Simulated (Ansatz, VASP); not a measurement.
One calculation of Be2Sb, two programs

```
Be Sb
1.0
    -2.32703    2.27753    2.32665
     2.32703   -2.27753    2.32665
     2.32703    2.27753   -2.32665
Be Sb
2 1
Direct
  0.24999 0.50000 0.74999
  0.75001 0.50000 0.25001
  0.00000 0.00000 0.00000
```

Alike in both runs: functional PBE; k mesh 14 × 14 × 14; occupations gaussian, width 0.1 eV; no spin polarisation.

Ansatz relaxed the structure, and its values are those at the end. VASP's run is a single point on that final structure, the one shown.

```csv
,VASP,Ansatz
version,VASP 6.6.1,Ansatz 0.2.0
potentials or method,"VASP PAW PBE potentials, release 64 (Be, Sb), cutoff 520 eV","scalar-relativistic, plane waves, PAW"
valence electrons in the cell,9,19
```

Ansatz gave:

| Item | Value |
| --- | --- |
| gap on the k mesh at the Fermi level (eV) | none |
| pressure (GPa) | 0.0 |

**Question.** Which values does VASP return?

**Answer.** gap on the k mesh at the Fermi level (eV): none; pressure (GPa): 0.3.

A gap of «none» marks a metal or a gap that the smearing closes. VASP's potentials hold 9 valence electrons a cell and Ansatz's 19, so a difference there can come from the potentials and not from the codes.

Neither program's run includes spin-orbit coupling.
